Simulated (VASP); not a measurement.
A run of VASP 6.6.1 is set up as follows.

INCAR

```
SYSTEM = Zr
PREC = Accurate
ENCUT = 520
EDIFF = 1E-7
ISMEAR = -1
SIGMA = 0.13605693000000002
LREAL = .False.
LASPH = .True.
NELM = 80
ALGO = Normal
ISIF = 2
LWAVE = .False.
LCHARG = .True.
LELF = .True.
LVHAR = .True.
NBANDS = 12
```

File KPOINTS:

```
regular mesh
0
Gamma
  13 13 13
  0 0 0
```

File POSCAR:

```
Zr
1.0
   -1.7475066533      1.7475066533      1.7475066533
    1.7475066533     -1.7475066533      1.7475066533
    1.7475066533      1.7475066533     -1.7475066533
Zr
1
Direct
    0.0000000000      0.0000000000      0.0000000000
```

Potentials or basis: VASP PAW LDA potentials, release 64 (Zr_sv).

Command:

```bash
$ cat potpaw_LDA.64/Zr_sv/POTCAR > POTCAR
$ mpirun -np 1 vasp_std > vasp.out
```

Question: What does it give for the pressure?

Answer: -0.3 GPa.

Question: Predict the band gap on the k mesh.

Answer: Zero (band 6 reaches 10.62 eV, above the bottom of band 7 at 8.80 eV).
